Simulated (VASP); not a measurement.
Runs of VASP 6.6.1 on SiC. The structure is that of space group F-43m (No. 216), or close to it. The cells are those of the table. 

| level | cell | gap on the mesh (eV) | pressure (GPa) |
| --- | --- | --- | --- |
| PBE | a = 3.055 Å, angles 60.0°, 2 atoms | 1.33 | 9.3 |
| PBE | a = 3.097 Å, angles 60.0°, 2 atoms | (b) | 0.0 |
| PBE | a = 3.076 Å, angles 60.0°, 2 atoms | (a) | (c) |
| PBEsol | a = 3.097 Å, angles 60.0°, 2 atoms | 1.25 | -3.0 |

Alike in all rows: task single point; potentials or basis VASP PAW PBE potentials, release 64 (Si, C); no spin polarisation; k mesh 14 × 14 × 14; cutoff (eV) 520; smearing gaussian 0.05 eV.

Task: Estimate the missing entries.

Result: (a) 1.35; (b) 1.37; (c) 4.4.

Caveats: the PAW data sets were made with another functional, which shifts forces and pressure a little (some runs).

A k mesh can miss the band edges.
